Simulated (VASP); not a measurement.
Wanted: the native input for a VASP 6.6.1 run.

```yaml
Task: single point
Functional: PBE
Potentials_or_basis: VASP PAW PBE potentials, release 64 (Li_sv, F)
Cutoff: 520 eV
k_mesh: 6 × 6 × 6
Occupations: gaussian, width 0.1 eV
Spin: collinear spin, ferromagnetic start
Starting_moments: "[0.0, 1.0, 1.0, 1.0] μB"
Dipole_correction: no
Further_INCAR_settings: ALGO = Normal; EDIFF = 1e-06; NBANDS = 24
```

The structure of LiF3 lies in POSCAR:

```
LiF3
1.0
   -2.2485383500      2.2485383500      2.2485383500
    2.2485383500     -2.2485383500      2.2485383500
    2.2485383500      2.2485383500     -2.2485383500
Li F
1 3
Direct
    0.0000000000      0.0000000000      0.0000000000
    0.0000000000      0.5000000000      0.5000000000
    0.5000000000      0.0000000000      0.5000000000
    0.5000000000      0.5000000000      0.0000000000
```

One way to write it, as run:

INCAR

```
SYSTEM = LiF3
ALGO = Normal
EDIFF = 1E-6
ENCUT = 520
GGA = PE
ISIF = 2
ISMEAR = 0
ISPIN = 2
LASPH = .True.
LCHARG = .False.
LORBIT = 11
LREAL = .False.
LWAVE = .False.
MAGMOM = 0 1 1 1
NBANDS = 24
NELM = 150
PREC = Accurate
SIGMA = 0.1
```

KPOINTS

```
k-points
0
Gamma
  6 6 6
  0 0 0
```

Potentials or basis: VASP PAW PBE potentials, release 64 (Li_sv, F).

Launch:

```console
$ cat potpaw_PBE.64/Li_sv/POTCAR potpaw_PBE.64/F/POTCAR > POTCAR
$ mpirun -np 1 vasp_std > vasp.out
```

It gave:

| Property | Result |
| --- | --- |
| Band gap on the k mesh | zero (filled and empty bands overlap) |
| Net moment | 2.00 μB per cell |
| Site moments | Li -0.00; F +0.63 μB |
| Valence electrons inside the program's atomic spheres | Li 2.02; F 5.89 |

Wall time 32 s on 1 thread of Intel(R) Xeon(R) Platinum 8488C (Sapphire Rapids) (shared host), peak memory 0.18 GiB.
